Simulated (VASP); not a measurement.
# Zr in VASP: further runs

Zr is run at these levels: PBE; tasks: single point.

Program: VASP 6.6.1. These are calculated values, not measurements. Logs are shortened: lines on timing, memory, paths and dates and some standing lists are left out, and cuts for length are marked.

## Step 1: The cell of the first run

The cell holds a wire or tube with vacuum around it, 6 atoms: a = 13.800 Å, b = 14.000 Å, c = 3.100 Å, α = 90.00°, β = 90.00°, γ = 90.00°.

## Step 2: Single point, PBE

File INCAR:

```
SYSTEM = Zr
ALGO = Normal
EDIFF = 1E-6
ENCUT = 520
GGA = PE
ISIF = 2
ISMEAR = 0
LASPH = .True.
LCHARG = .True.
LELF = .True.
LREAL = .False.
LVHAR = .True.
LWAVE = .False.
NBANDS = 45
NELM = 60
PREC = Accurate
SIGMA = 0.05
```

File KPOINTS:

```
k-points
0
Gamma
  1 1 7
  0 0 0
```

File POSCAR:

```
Zr
1.0
   13.8000000000      0.0000000000      0.0000000000
    0.0000000000     14.0000000000      0.0000000000
    0.0000000000      0.0000000000      3.1003308219
Zr
6
Direct
    0.5247620491      0.3023716937      0.2500000000
    0.3291025357      0.6053644148      0.2500000000
    0.5811293777      0.5511152015      0.2500000000
    0.4188706223      0.4488847985      0.7500000000
    0.6708974643      0.3946355852      0.7500000000
    0.4752379509      0.6976283063      0.7500000000
```

Potentials or basis: VASP PAW PBE potentials, release 64 (Zr_sv).

Started as:

```bash
$ cat potpaw_PBE.64/Zr_sv/POTCAR > POTCAR
$ mpirun -np 1 vasp_std > vasp.out
```

OUTCAR:

```text
SYSTEM = Zr
   EDIFF = 1E-6
   ENCUT = 520
   GGA = PE
   ISIF = 2
   ISMEAR = 0
   LASPH = .True.
   LREAL = .False.
   NELM = 60
   PREC = Accurate

 ion  position               nearest neighbor table
   1  0.525  0.302  0.250-   5 2.85   5 2.85   4 2.96   4 2.96   3 3.57
   2  0.329  0.605  0.250-   6 2.85   6 2.85   4 2.96   4 2.96   3 3.56
   3  0.581  0.551  0.250-   5 2.96   5 2.96   6 2.96   6 2.96   4 3.08   4 3.08   2 3.56   1 3.57

   4  0.419  0.449  0.750-   2 2.96   2 2.96   1 2.96   1 2.96   3 3.08   3 3.08   5 3.56   6 3.57

   5  0.671  0.395  0.750-   1 2.85   1 2.85   3 2.96   3 2.96   4 3.56
   6  0.475  0.698  0.750-   2 2.85   2 2.85   3 2.96   3 2.96   4 3.57

  LATTYP: Found a simple orthorhombic cell.
 ALAT       =     3.1003308219
 B/A-ratio  =     4.4511378923
 C/A-ratio  =     4.5156471371

  Lattice vectors:

 A1 = (   0.0000000000,   0.0000000000,   3.1003308219)
 A2 = (  13.8000000000,   0.0000000000,   0.0000000000)
 A3 = (   0.0000000000,  14.0000000000,   0.0000000000)

Analysis of symmetry for initial positions (statically):
=====================================================================
 Subroutine PRICEL returns:
 Original cell was already a primitive cell.

 Routine SETGRP: Setting up the symmetry group for a
 simple orthorhombic supercell.

 Subroutine GETGRP returns: Found  4 space group operations
 (whereof  2 operations were pure point group operations)
 out of a pool of  8 trial point group operations.

The static configuration has the point symmetry S_2 .
 The point group associated with its full space group is C_2h.

Analysis of symmetry for dynamics (positions and initial velocities):
=====================================================================
 Subroutine PRICEL returns:
 Original cell was already a primitive cell.

 Routine SETGRP: Setting up the symmetry group for a
 simple orthorhombic supercell.

 Subroutine GETGRP returns: Found  4 space group operations
 (whereof  2 operations were pure point group operations)
 out of a pool of  8 trial point group operations.

The dynamic configuration has the point symmetry S_2 .
 The point group associated with its full space group is C_2h.

 Subroutine INISYM returns: Found  4 space group operations
 (whereof  2 operations are pure point group operations),
 and found     1 'primitive' translations

----------------------------------------------------------------------------------------

                                     Primitive cell

  volume of cell :     598.9839

  direct lattice vectors                    reciprocal lattice vectors
    13.800000000  0.000000000  0.000000000     0.072463768  0.000000000  0.000000000
     0.000000000 14.000000000  0.000000000     0.000000000  0.071428571  0.000000000
     0.000000000  0.000000000  3.100330822     0.000000000  0.000000000  0.322546224

  length of vectors
    13.800000000 14.000000000  3.100330822     0.072463768  0.071428571  0.322546224

  position of ions in fractional coordinates (direct lattice)
     0.524762049  0.302371694  0.250000000
     0.329102536  0.605364415  0.250000000
     0.581129378  0.551115201  0.250000000
     0.418870622  0.448884799  0.750000000
     0.670897464  0.394635585  0.750000000
     0.475237951  0.697628306  0.750000000

  ion indices of the primitive-cell ions
   primitive index   ion index
                 1           1
                 2           2
                 3           3
                 4           4
                 5           5
                 6           6

----------------------------------------------------------------------------------------

 KPOINTS: k-points

Automatic generation of k-mesh.
 Grid dimensions read from file:
 generate k-points for:    1    1    7

 Generating k-lattice:

  Cartesian coordinates                     Fractional coordinates (reciprocal lattice)
     0.072463768  0.000000000  0.000000000     1.000000000  0.000000000  0.000000000
     0.000000000  0.071428571  0.000000000     0.000000000  1.000000000  0.000000000
     0.000000000  0.000000000  0.046078032     0.000000000  0.000000000  0.142857143

  Length of vectors
     0.072463768  0.071428571  0.046078032

  Shift w.r.t. Gamma in fractional coordinates (k-lattice)
     0.000000000  0.000000000  0.000000000

 Subroutine IBZKPT returns following result:
 ===========================================

 Found      4 irreducible k-points:

 Following reciprocal coordinates:
            Coordinates               Weight
  0.000000  0.000000  0.000000      1.000000
  0.000000  0.000000  0.142857      2.000000
  0.000000  0.000000  0.285714      2.000000
  0.000000  0.000000  0.428571      2.000000
   k-points           NKPTS =      4   k-points in BZ     NKDIM =      4   number of bands    NBANDS=     45
   number of dos      NEDOS =    301   number of ions     NIONS =      6
   total plane-waves  NPLWV = 279936
   dimension x,y,z NGX =   108 NGY =  108 NGZ =   24
   dimension x,y,z NGXF=   216 NGYF=  216 NGZF=   48
   ions per type =               6
   NGX,Y,Z   is equivalent  to a cutoff of  13.01, 12.82, 12.87 a.u.
   NGXF,Y,Z  is equivalent  to a cutoff of  26.02, 25.65, 25.74 a.u.
 SYSTEM =  Zr
   PREC   = accura    normal or accurate (medium, high low for compatibility)
   ISTART =      0    job   : 0-new  1-cont  2-samecut
   ICHARG =      2    charge: 1-file 2-atom 10-const
   ISPIN  =      1    spin polarized calculation?
   LNONCOLLINEAR =      F non collinear calculations
   LSORBIT =      F    spin-orbit coupling
   LASPH  =      T    aspherical Exc in radial PAW
   ENCUT  =  520.0 eV  38.22 Ry    6.18 a.u.  25.66 26.03  5.76*2*pi/ulx,y,z
   NELM   =     60;   NELMIN=  2; NELMDL= -5     # of ELM steps
   EDIFF  = 0.1E-05   stopping-criterion for ELM
   LREAL  =      F    real-space projection
   EDIFFG = 0.1E-04   stopping-criterion for IOM
   NSW    =      0    number of steps for IOM
   IBRION =     -1    ionic relax: 0-MD 1-quasi-New 2-CG
   NFREE  =      0    steps in history (QN), initial steepest desc. (CG)
   ISIF   =      2    stress and relaxation
   ISYM   =      2    0-nonsym 1-usesym 2-fastsym
   POTIM  = 0.5000    time-step for ionic-motion
   TEBEG  =    0.0;   TEEND  =   0.0 temperature during run
   PSTRESS=    0.0 pullay stress
   NELECT =      72.0000    total number of electrons
   NUPDOWN=      -1.0000    fix difference up-down
   EMIN   =  10.00;   EMAX   =-10.00  energy-range for DOS
   EFERMI =   0.00;   METHOD = LEGACY
   ISMEAR =     0;   SIGMA  =   0.05  broadening in eV -4-tet -1-fermi 0-gaus
   EFERMI_NEDOS =   21; number of points for ismear=-14 and -15
   IALGO  =     38    algorithm
   IMIX   =      4    mixing-type and parameters
     AMIX     =   0.40;   BMIX     =  1.00
     AMIX_MAG =   1.60;   BMIX_MAG =  1.00
  volume/ion in A,a.u.               =      99.83       673.69
  Fermi-wavevector in a.u.,A,eV,Ry     =   0.807943  1.526790  8.881496  0.652772
  Thomas-Fermi vector in A             =   1.916656
   LORBIT       =      0    0 simple, 1 ext, 2 COOP (PROOUT), +10 PAW based schemes
   GGA     = PE    functional components
   LHFCALC =     F    Hartree Fock is set to
   AEXX    =    0.0000 exact exchange contribution
   IVDW    =     0    specifies the selected vdW correction
   LEPSILON=     F    determine dielectric tensor
   LRPA    =     F    only Hartree local field effects (RPA)
 non-spin polarized calculation
 Gauss-broadening in eV      SIGMA  =   0.05
  energy-cutoff  :      520.00
  volume of cell :      598.98
 maximum number of plane-waves:     16162
 NGX is ok and might be reduce to   108
   NGX = 51   NGY = 53   NGZ = 11

 number of electron      72.0000001 magnetization

 Free energy of the ion-electron system (eV)
  ---------------------------------------------------
  ext. energy  EPLUGINS =         0.00000000
  ---------------------------------------------------
  free energy    TOTEN  =       -43.48644137 eV

  energy without entropy =      -43.47020008  energy(sigma->0) =      -43.47832072

 E-fermi :  -0.5011     XC(G=0):  -3.8873

 val. band max:       -0.5015591594   @ k =   0.0000   0.0000   0.0000
 cond. band min:      -0.4908062773   @ k =   0.0000   0.0000   0.4286
 fundamental gap:      0.0107528821
 Fermi energy:        -0.5010576697

 k-point     1 :       0.0000    0.0000    0.0000
  band No.  band energies     occupation
      1     -49.2721      2.00000
      2     -49.2541      2.00000
      3     -49.1055      2.00000
      4     -49.0860      2.00000
      5     -48.8560      2.00000
      6     -48.7811      2.00000
[... 37 lines left out ...]
     44       1.0302      0.00000
     45       1.1105      0.00000

 k-point     2 :       0.0000    0.0000    0.1429
  band No.  band energies     occupation
      1     -49.2480      2.00000
      2     -49.2328      2.00000
      3     -49.0966      2.00000
      4     -49.0809      2.00000
      5     -48.8424      2.00000
      6     -48.7757      2.00000
[... 37 lines left out ...]
     44       0.8499      0.00000
     45       1.0533      0.00000

 k-point     3 :       0.0000    0.0000    0.2857
  band No.  band energies     occupation
      1     -49.1882      2.00000
      2     -49.1799      2.00000
      3     -49.0813      2.00000
      4     -49.0742      2.00000
      5     -48.8103      2.00000
      6     -48.7654      2.00000
[... 37 lines left out ...]
     44       0.5669      0.00000
     45       1.2863      0.00000

 k-point     4 :       0.0000    0.0000    0.4286
  band No.  band energies     occupation
      1     -49.1236      2.00000
      2     -49.1219      2.00000
      3     -49.0847      2.00000
      4     -49.0840      2.00000
      5     -48.7788      2.00000
      6     -48.7632      2.00000
[... 37 lines left out ...]
     44       1.5480      0.00000
     45       1.8001      0.00000

------------------------ aborting loop because EDIFF is reached ----------------------------------------

  FORCE on cell =-STRESS in cart. coord.  units (eV):
  Direction    XX          YY          ZZ          XY          YZ          ZX
  --------------------------------------------------------------------------------------
  -------------------------------------------------------------------------------------
  Total       -0.0617964     -0.1177127     -0.0417000      0.0146703      0.0000000      0.0000000
  in kB       -0.1652947     -0.3148610     -0.1115403      0.0392405      0.0000000      0.0000000
  external PRESSURE =      -0.1972320 kB  Pullay stress =       0.0000000 kB

 VOLUME and BASIS-vectors are now :
 -----------------------------------------------------------------------------
  energy-cutoff  :      520.00
  volume of cell :      598.98
      direct lattice vectors                 reciprocal lattice vectors
    13.800000000  0.000000000  0.000000000     0.072463768  0.000000000  0.000000000
     0.000000000 14.000000000  0.000000000     0.000000000  0.071428571  0.000000000
     0.000000000  0.000000000  3.100330822     0.000000000  0.000000000  0.322546224

 POSITION                                       TOTAL-FORCE (eV/Angst)
 -----------------------------------------------------------------------------------
      7.24172      4.23320      0.77508        -0.003065      0.004118      0.000000
      4.54161      8.47510      0.77508        -0.004180     -0.003561      0.000000
      8.01959      7.71561      0.77508         0.001480      0.001978      0.000000
      5.78041      6.28439      2.32525        -0.001480     -0.001978      0.000000
      9.25839      5.52490      2.32525         0.004180      0.003561     -0.000000
      6.55828      9.76680      2.32525         0.003065     -0.004118     -0.000000
 -----------------------------------------------------------------------------------
    total drift:                               -0.000000     -0.000000      0.000000

  FREE ENERGIE OF THE ION-ELECTRON SYSTEM (eV)
  ---------------------------------------------------
  free  energy   TOTEN  =       -43.4864413691 eV

  energy  without entropy=      -43.4702000758  energy(sigma->0) =      -43.47832072
```

It took 2.1 min on 1 thread of Intel Xeon 6975P-C (Granite Rapids), shared host; peak memory 0.56 GiB.

Results:

```
Free energy            : -43.4864 eV
Largest force          : 0.005 eV/Å
Band gap on the k mesh : zero (bands 36 and 37 overlap by 0.17 eV)
```

Forces on the atoms (eV/Å):
```
Zr  -0.003  0.004  0.000
Zr  -0.004 -0.004  0.000
Zr   0.001  0.002  0.000
Zr  -0.001 -0.002  0.000
Zr   0.004  0.004  0.000
Zr   0.003 -0.004  0.000
```

Levels at points of the mesh, in eV from the Fermi level:
```tsv
k point	band 34	band 35	band 36	band 37	band 38	band 39
(0.00, 0.00, 0.00)	-0.25	-0.19	0.00	0.44	0.73	0.77
```

## Step 3: Single point, PBE

This run uses another cell than the first one.

File INCAR:

```
SYSTEM = Zr
PREC = Accurate
ENCUT = 520
EDIFF = 1E-6
ISMEAR = 0
SIGMA = 0.05
LREAL = .False.
LASPH = .True.
NELM = 60
ALGO = Normal
ISIF = 2
LWAVE = .False.
LCHARG = .False.
GGA = PE
NBANDS = 45
```

File KPOINTS:

```
regular mesh
0
Gamma
  1 1 7
  0 0 0
```

File POSCAR:

```
Zr
1.0
   13.8000000000      0.0000000000      0.0000000000
    0.0000000000     14.0000000000      0.0000000000
    0.0000000000      0.0000000000      5.1691199841
Zr
6
Direct
    0.4414349662      0.3333524912      0.2500000000
    0.3243048987      0.5333295018      0.2500000000
    0.5585650338      0.5333295018      0.2500000000
    0.4414349662      0.4666704982      0.7500000000
    0.6756951013      0.4666704982      0.7500000000
    0.5585650338      0.6666475088      0.7500000000
```

Potentials or basis: VASP PAW PBE potentials, release 64 (Zr_sv).

Started as:

```bash
$ cat potpaw_PBE.64/Zr_sv/POTCAR > POTCAR
$ mpirun -np 1 vasp_std > vasp.out
```

OUTCAR:

```text
SYSTEM = Zr
   PREC = Accurate
   ENCUT = 520
   EDIFF = 1E-6
   ISMEAR = 0
   LREAL = .False.
   LASPH = .True.
   NELM = 60
   ISIF = 2
   GGA = PE

 ion  position               nearest neighbor table
   1  0.441  0.333  0.250-   4 3.19   4 3.19   2 3.23   3 3.23
   2  0.324  0.533  0.250-   4 3.19   4 3.19   3 3.23   1 3.23
   3  0.559  0.533  0.250-   6 3.19   6 3.19   5 3.19   5 3.19   4 3.19   4 3.19   2 3.23   1 3.23

   4  0.441  0.467  0.750-   1 3.19   1 3.19   2 3.19   2 3.19   3 3.19   3 3.19   5 3.23   6 3.23

[... 382 lines left out ...]
  -------------------------------------------------------------------------------------
  Total      -12.0254264    -13.9354051    -13.8710502      1.6701370      0.0000000      0.0000000
  in kB      -19.2924477    -22.3566355    -22.2533906      2.6794086      0.0000000      0.0000000
  external PRESSURE =     -21.3008246 kB  Pullay stress =       0.0000000 kB

 VOLUME and BASIS-vectors are now :
 -----------------------------------------------------------------------------
  energy-cutoff  :      520.00
  volume of cell :      998.67
      direct lattice vectors                 reciprocal lattice vectors
    13.800000000  0.000000000  0.000000000     0.072463768  0.000000000  0.000000000
     0.000000000 14.000000000  0.000000000     0.000000000  0.071428571  0.000000000
     0.000000000  0.000000000  5.169119984     0.000000000  0.000000000  0.193456527

 POSITION                                       TOTAL-FORCE (eV/Angst)
 -----------------------------------------------------------------------------------
      6.09180      4.66693      1.29228         0.010909      2.658572      0.000000
      4.47541      7.46661      1.29228         2.307058     -1.317864      0.000000
      7.70820      7.46661      1.29228        -0.462188     -0.264117      0.000000
      6.09180      6.53339      3.87684         0.462188      0.264117      0.000000
      9.32459      6.53339      3.87684        -2.307058      1.317864     -0.000000
      7.70820      9.33307      3.87684        -0.010909     -2.658572      0.000000
 -----------------------------------------------------------------------------------
    total drift:                                0.000000     -0.000000      0.000000

  FREE ENERGIE OF THE ION-ELECTRON SYSTEM (eV)
  ---------------------------------------------------
  free  energy   TOTEN  =       -38.0863202616 eV

  energy  without entropy=      -38.0704133127  energy(sigma->0) =      -38.07836679
```

OSZICAR:

```text
N       E                     dE             d eps       ncg     rms          rms(c)
DAV:   1     0.592460476688E+03    0.59246E+03   -0.32595E+04   496   0.119E+03
DAV:   2     0.363599161337E+02   -0.55610E+03   -0.54661E+03   460   0.309E+02
DAV:   3    -0.380189388576E+02   -0.74379E+02   -0.73438E+02   571   0.758E+01
[... 16 lines left out ...]
DAV:  20    -0.380862560364E+02   -0.12887E-03   -0.22642E-05   400   0.150E-02    0.388E-03
DAV:  21    -0.380862952975E+02   -0.39261E-04   -0.67960E-06   408   0.935E-03    0.333E-03
DAV:  22    -0.380863188820E+02   -0.23585E-04   -0.37700E-06   376   0.656E-03    0.127E-03
DAV:  23    -0.380863202468E+02   -0.13648E-05   -0.76971E-07   328   0.220E-03    0.661E-04
DAV:  24    -0.380863202616E+02   -0.14865E-07   -0.23204E-07   312   0.139E-03
   1 F= -.38086320E+02 E0= -.38078367E+02  d E =-.159069E-01
```

Run time: 4 min. Hardware: 1 thread of Intel Xeon 6975P-C (Granite Rapids), shared host; peak memory 0.87 GiB.

Results:

```yaml
Free_energy: -38.0863 eV
Largest_force: 2.659 eV/Å
Band_gap_on_the_k_mesh: zero (bands 36 and 37 overlap by 0.21 eV)
```

Forces in eV/Å, atoms in the order of the input:
```
Zr   0.011  2.659  0.000
Zr   2.307 -1.318  0.000
Zr  -0.462 -0.264  0.000
Zr   0.462  0.264  0.000
Zr  -2.307  1.318  0.000
Zr  -0.011 -2.659  0.000
```

The gap in the log of VASP goes by the Fermi energy; the results here count the filled bands.